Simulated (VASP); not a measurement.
Write the native input for VASP 6.6.1 that does the following.

- Task: single point
- Functional: revPBE
- Potentials or basis: VASP PAW PBE potentials, release 64 (Ga_d)
- Cutoff: 520 eV
- k mesh: 13 × 13 × 13
- Occupations: fermi-dirac, width 0.05 eV
- Spin: no spin polarisation
- Dipole correction: no
- Further INCAR settings: ALGO = Fast; EDIFF = 1e-06; NBANDS = 12

The structure of Ga lies in POSCAR:

```
Ga
1.0
   -1.4587489832      1.4587489832      2.2851046912
    1.4587489832     -1.4587489832      2.2851046912
    1.4587489832      1.4587489832     -2.2851046912
Ga
1
Direct
    0.0000000000      0.0000000000      0.0000000000
```

These files were run (other wordings do the same):

INCAR

```
SYSTEM = Ga
ALGO = Fast ; EDIFF = 1E-6
ENCUT = 520 ; GGA = RE
ISIF = 2 ; ISMEAR = -1
LASPH = .True. ; LCHARG = .True.
LELF = .True. ; LREAL = .False.
LVHAR = .True. ; LWAVE = .False.
NBANDS = 12 ; NELM = 100
PREC = Accurate ; SIGMA = 0.05
```

KPOINTS

```
k-points
0
Gamma
  13 13 13
  0 0 0
```

Potentials or basis: VASP PAW PBE potentials, release 64 (Ga_d).

Command:

```console
$ cat potpaw_PBE.64/Ga_d/POTCAR > POTCAR
$ mpirun -np 1 vasp_std > vasp.out
```

Results of the run:

```
Pressure : 0.2 GPa
```

Caveat: the PAW data sets were made with another functional, which shifts forces and pressure a little.

Wall time 14 s on 1 thread of Intel(R) Xeon(R) 6975P-C (Granite Rapids), on a shared host, peak memory 0.17 GiB.
